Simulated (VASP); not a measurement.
Input of a VASP 6.6.1 run:

File INCAR:

```
SYSTEM = SrO
PREC = Accurate ; ENCUT = 520
EDIFF = 1E-6 ; ISMEAR = 0
SIGMA = 0.05 ; LREAL = .FALSE.
LASPH = .TRUE. ; NELM = 80
ALGO = Normal ; ISIF = 2
LWAVE = .FALSE. ; LCHARG = .FALSE.
NBANDS = 24
```

The input KPOINTS:

```
regular mesh
0
G
  9 9 4
  0 0 0
```

File POSCAR:

```
SrO
1.0
    3.5532880902      0.0000000000      0.0000000000
   -1.7766440451      3.0772377531      0.0000000000
    0.0000000000      0.0000000000      6.2173039800
Sr O
2 2
Direct
    0.3333333333      0.6666666667      0.2500000000
    0.6666666667      0.3333333333      0.7500000000
    0.0000000000      0.0000000000      0.0100525887
    0.0000000000      0.0000000000      0.5100525887
```

Potentials or basis: VASP PAW LDA potentials, release 64 (Sr_sv, O).

The run is started by

```console
$ cat potpaw_LDA.64/Sr_sv/POTCAR potpaw_LDA.64/O/POTCAR > POTCAR
$ mpirun -np 1 vasp_std > vasp.out
```

Question: Estimate the largest force.

Answer: 0.119 eV/Å.

Question: What does it give for the pressure?

Answer: -4.9 GPa.

Question: Predict the band gap on the k mesh.

Answer: 2.90 eV, direct.

Forces on the atoms (eV/Å):
```
Sr   0.000  0.000  0.119
Sr   0.000  0.000  0.119
O    0.000  0.000 -0.119
O    0.000  0.000 -0.119
```

Caveat: the cell differs from its parent crystal (all O atoms moved +0.062 Å, as atom 3 along Cartesian [0 0 1]). A k mesh can miss the band edges.
